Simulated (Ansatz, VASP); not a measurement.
# Two plane-wave programs on MgO

Contents of INCAR:

```
PREC = Accurate
ENCUT = 520
EDIFF = 1E-7
ISMEAR = 0
SIGMA = 0.05
LREAL = F
LASPH = T
NELM = 80
ALGO = Normal
ISIF = 2
LWAVE = F
LCHARG = F
GGA = PE
NBANDS = 16
```

Contents of KPOINTS:

```
regular mesh
0
Gamma
  9 9 6
```

POSCAR

```
MgO
1.0
    3.4431622743      0.0000000000      0.0000000000
   -1.7215811372      2.9818659988      0.0000000000
    0.0000000000      0.0000000000      4.0794586625
Mg O
2 2
Direct
    0.6666666667      0.3333333333      0.7500000000
    0.3333333333      0.6666666667      0.2500000000
    0.6666666667      0.3333333333      0.2500000000
    0.3333333333      0.6666666667      0.7500000000
```

Input for Ansatz:

```yaml
crystal:
  lattice:
    - [3.4431622743, 0.0, 0.0]
    - [-1.7215811372, 2.9818659988, 0.0]
    - [0.0, 0.0, 4.0794586625]
  atoms:
    - { symbol: Mg, position: [0.6666666667, 0.3333333333, 0.75] }
    - { symbol: Mg, position: [0.3333333333, 0.6666666667, 0.25] }
    - { symbol: O, position: [0.6666666667, 0.3333333333, 0.25] }
    - { symbol: O, position: [0.3333333333, 0.6666666667, 0.75] }
basis:
  ecutwfc: 520.0
kpoints:
  mp_grid: { grid: [9, 9, 6] }
hamiltonian:
  xc: pbe
  pseudopotentials: { kind: paw, azcp: { folder: soft_1 } }
scf:
  occupations: { method: gaussian, width: 0.05 }
output:
  forces: true
  stress: true
  eigenvalues: true
```

Alike in both runs: task single point; functional PBE; k mesh 9 × 9 × 6; occupations gaussian, width 0.05 eV; no spin polarisation.

```csv
,VASP,Ansatz
version,VASP 6.6.1,Ansatz 0.2.0
potentials or method,"VASP PAW PBE potentials, release 64 (Mg, O), cutoff 520 eV","scalar-relativistic, plane waves, PAW"
valence electrons in the cell,16,32
```

Ansatz gave:

| Quantity | Value |
| --- | --- |
| gap on the k mesh at the Fermi level (eV) | 3.72 |
| least direct gap on the mesh (eV) | 3.72 |
| pressure (GPa) | 12.4 |
| traceless stress, the component that is largest in VASP (GPa) | 3.08 |

Task: Estimate VASP's values.

Result: gap on the k mesh at the Fermi level (eV): 3.70; least direct gap on the mesh (eV): 3.70; pressure (GPa): 11.9; traceless stress, the component that is largest in VASP (GPa): 2.97.

With one functional, cell and mesh, what is left measures potentials, basis and numerics. VASP's potentials hold 16 valence electrons a cell and Ansatz's 32, so a difference there can come from the potentials and not from the codes.
